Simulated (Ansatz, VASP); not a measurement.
# EuOs3 in VASP and in Ansatz

File POSCAR:

```
EuOs3
1.0
    4.0634282070      0.0000000000      0.0000000000
    0.0000000000      4.0634282070      0.0000000000
    0.0000000000      0.0000000000      4.0634282070
Eu Os
1 3
Direct
    0.0000000000      0.0000000000      0.0000000000
    0.0000000000      0.5000000000      0.5000000000
    0.5000000000      0.5000000000      0.0000000000
    0.5000000000      0.0000000000      0.5000000000
```

INCAR.step1

```
SYSTEM = EuOs3
  PREC = Accurate
  ENCUT = 520
  ISMEAR = 0
  SIGMA = 0.05
  LREAL = .False.
  LASPH = .True.
  NELM = 150
  ISPIN = 2
  MAGMOM = 7 0 0 0
  LMAXMIX = 6
  NBANDS = 32
  GGA = PE
  ALGO = Normal
  EDIFF = 1E-4
  LWAVE = .True.
  LCHARG = .False.
```

Contents of INCAR.step2:

```
SYSTEM = EuOs3
  PREC = Accurate
  ENCUT = 520
  EDIFF = 1E-6
  ISMEAR = 0
  SIGMA = 0.05
  LREAL = .False.
  LASPH = .True.
  NELM = 150
  ALGO = Normal
  ISIF = 2
  LWAVE = .False.
  LCHARG = .True.
  ISPIN = 2
  MAGMOM = 7 0 0 0
  LORBIT = 11
  LMAXMIX = 6
  METAGGA = R2SCAN
  LMIXTAU = .True.
  LELF = .True.
  LVHAR = .True.
  NBANDS = 32
  ISTART = 1
```

The input KPOINTS:

```
regular mesh
0
Gamma
  8 8 8
  0 0 0
```

Input for Ansatz:

```yaml
crystal:
  lattice:
    - [4.063428207, 0.0, 0.0]
    - [0.0, 4.063428207, 0.0]
    - [0.0, 0.0, 4.063428207]
  atoms:
    - { symbol: Eu, position: [0.0, 0.0, 0.0], spin: 7.0 }
    - { symbol: Os, position: [0.0, 0.5, 0.5] }
    - { symbol: Os, position: [0.5, 0.5, 0.0] }
    - { symbol: Os, position: [0.5, 0.0, 0.5] }
basis:
  ecutwfc: 500
  ecutrho_ratio: 4
kpoints:
  mp_grid: { grid: [8, 8, 8] }
hamiltonian:
  xc: r2scan
scf:
  occupations: { method: gaussian, width: 0.05 }
output:
  forces: true
  stress: true
  eigenvalues: true
  populations: true
  hubbard: { sites: [{ species: Eu, l: f }] }
  write_density: true
  write_potential: true
  elf: true
  volumetric_format: npy
magnetization:
  spin_polarized: true
```

Alike in both runs: task single point; functional r2SCAN; k mesh 8 × 8 × 8; occupations gaussian, width 0.05 eV; collinear spin.

|  | VASP | Ansatz |
| --- | --- | --- |
| version | VASP 6.6.1 | Ansatz 0.2.0 |
| potentials or method | VASP PAW PBE potentials, release 64 (Eu, Os), cutoff 520 eV | scalar-relativistic, plane waves, PAW |
| valence electrons in the cell | 41 | 65 |

Ansatz gave:

```
gap on the k mesh at the Fermi level (eV)                     : none
pressure (GPa)                                                : -2.5
net moment per atom (μB)                                      : 1.24
size of the moment on the site where the two differ most (μB) : 6.23
```

Problem. Which values does VASP return?

Solution. gap on the k mesh at the Fermi level (eV): none; pressure (GPa): -1.9; net moment per atom (μB): 1.23; size of the moment on the site where the two differ most (μB): 6.09.

VASP's potentials were made for PBE, not for r2SCAN. Site moments also hang on the region over which each program counts them. A gap of «none» marks a metal or a gap that the smearing closes. The functional is the same, so the differences come from potentials, cutoffs and numerics. VASP's potentials hold 41 valence electrons a cell and Ansatz's 65, so a difference there can come from the potentials and not from the codes. Ansatz's warnings: stability check not made.

Spin-orbit coupling is off throughout.
